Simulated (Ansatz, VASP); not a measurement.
# Na in VASP and in Ansatz

Contents of INCAR:

```
PREC = Accurate ; ENCUT = 500
EDIFF = 1E-6 ; ISMEAR = 0
SIGMA = 0.1 ; LREAL = Auto
LASPH = True ; NELM = 120
ALGO = Normal ; ISIF = 2
LWAVE = False ; LCHARG = False
NBANDS = 134 ; GGA_COMPAT = False
```

File KPOINTS:

```
Automatic mesh
0
Gamma
  3 3 3
```

Contents of POSCAR:

```
Na
1.0
    8.1012357520      0.0000000000     -8.1012357520
    8.1012357520     -8.1012357520      0.0000000000
    0.0000000000     -8.1012357520     -8.1012357520
Na
32
Direct
    0.8750000000      0.8750000000      0.8750000000
    0.8750000000      0.3750000000      0.8750000000
    0.3750000000      0.8750000000      0.8750000000
    0.7500000000      0.7500000000      0.7500000000
    0.3750000000      0.3750000000      0.8750000000
    0.7500000000      0.2500000000      0.7500000000
    0.2500000000      0.7500000000      0.7500000000
    0.6250000000      0.6250000000      0.6250000000
    0.8750000000      0.8750000000      0.3750000000
    0.2500000000      0.2500000000      0.7500000000
    0.6250000000      0.1250000000      0.6250000000
    0.1250000000      0.6250000000      0.6250000000
    0.5000000000      0.5000000000      0.5000000000
    0.8750000000      0.3750000000      0.3750000000
    0.3750000000      0.8750000000      0.3750000000
    0.7500000000      0.7500000000      0.2500000000
    0.1250000000      0.1250000000      0.6250000000
    0.5000000000      0.0000000000      0.5000000000
    0.0000000000      0.5000000000      0.5000000000
    0.3750000000      0.3750000000      0.3750000000
    0.7500000000      0.2500000000      0.2500000000
    0.2500000000      0.7500000000      0.2500000000
    0.6250000000      0.6250000000      0.1250000000
    0.0000000000      1.0000000000      0.5000000000
    0.2500000000      0.2500000000      0.2500000000
    0.6250000000      0.1250000000      0.1250000000
    0.1250000000      0.6250000000      0.1250000000
    0.5000000000      0.5000000000      0.0000000000
    0.1250000000      0.1250000000      0.1250000000
    0.5000000000      0.0000000000      0.0000000000
    0.0000000000      0.5000000000      0.0000000000
    0.0000000000      0.0000000000      0.0000000000
```

Input for Ansatz:

```yaml
crystal:
  lattice:
    - [8.101235752, 0.0, -8.101235752]
    - [8.101235752, -8.101235752, 0.0]
    - [0.0, -8.101235752, -8.101235752]
  atoms:
    - { symbol: Na, position: [0.875, 0.875, 0.875] }
    - { symbol: Na, position: [0.875, 0.375, 0.875] }
    - { symbol: Na, position: [0.375, 0.875, 0.875] }
    - { symbol: Na, position: [0.75, 0.75, 0.75] }
    - { symbol: Na, position: [0.375, 0.375, 0.875] }
    - { symbol: Na, position: [0.75, 0.25, 0.75] }
    - { symbol: Na, position: [0.25, 0.75, 0.75] }
    - { symbol: Na, position: [0.625, 0.625, 0.625] }
    - { symbol: Na, position: [0.875, 0.875, 0.375] }
    - { symbol: Na, position: [0.25, 0.25, 0.75] }
    - { symbol: Na, position: [0.625, 0.125, 0.625] }
    - { symbol: Na, position: [0.125, 0.625, 0.625] }
    - { symbol: Na, position: [0.5, 0.5, 0.5] }
    - { symbol: Na, position: [0.875, 0.375, 0.375] }
    - { symbol: Na, position: [0.375, 0.875, 0.375] }
    - { symbol: Na, position: [0.75, 0.75, 0.25] }
    - { symbol: Na, position: [0.125, 0.125, 0.625] }
    - { symbol: Na, position: [0.5, 0.0, 0.5] }
    - { symbol: Na, position: [0.0, 0.5, 0.5] }
    - { symbol: Na, position: [0.375, 0.375, 0.375] }
    - { symbol: Na, position: [0.75, 0.25, 0.25] }
    - { symbol: Na, position: [0.25, 0.75, 0.25] }
    - { symbol: Na, position: [0.625, 0.625, 0.125] }
    - { symbol: Na, position: [0.0, 1.0, 0.5] }
    - { symbol: Na, position: [0.25, 0.25, 0.25] }
    - { symbol: Na, position: [0.625, 0.125, 0.125] }
    - { symbol: Na, position: [0.125, 0.625, 0.125] }
    - { symbol: Na, position: [0.5, 0.5, 0.0] }
    - { symbol: Na, position: [0.125, 0.125, 0.125] }
    - { symbol: Na, position: [0.5, 0.0, 0.0] }
    - { symbol: Na, position: [0.0, 0.5, 0.0] }
    - { symbol: Na, position: [0.0, 0.0, 0.0] }
basis:
  ecutwfc: 420
  xc_grid: 2
kpoints:
  mp_grid: { grid: [3, 3, 3], shift: [0.0, 0.0, 0.0] }
hamiltonian:
  xc: lda
scf:
  occupations: { method: gaussian, width: 0.1 }
output:
  forces: true
  stress: true
  eigenvalues: true
```

Alike in both runs: task single point; functional LDA; k mesh 3 × 3 × 3; occupations gaussian, width 0.1 eV; no spin polarisation.

```csv
,VASP,Ansatz
version,VASP 6.6.1,Ansatz 0.2.0
potentials or method,"VASP PAW LDA potentials, release 64 (Na_pv), cutoff 500 eV","scalar-relativistic, plane waves, PAW"
valence electrons in the cell,224,288
```

```csv
,VASP,Ansatz,Ansatz less VASP
gap on the k mesh at the Fermi level (eV),none,none,-
pressure (GPa),0.0,0.0,+0.03
```

LDA's correlation is that of Perdew and Zunger in VASP and of Perdew and Wang (1992) in Ansatz. A gap of «none» marks a metal or a gap that the smearing closes. VASP's potentials hold 224 valence electrons a cell and Ansatz's 288, so a difference there can come from the potentials and not from the codes.
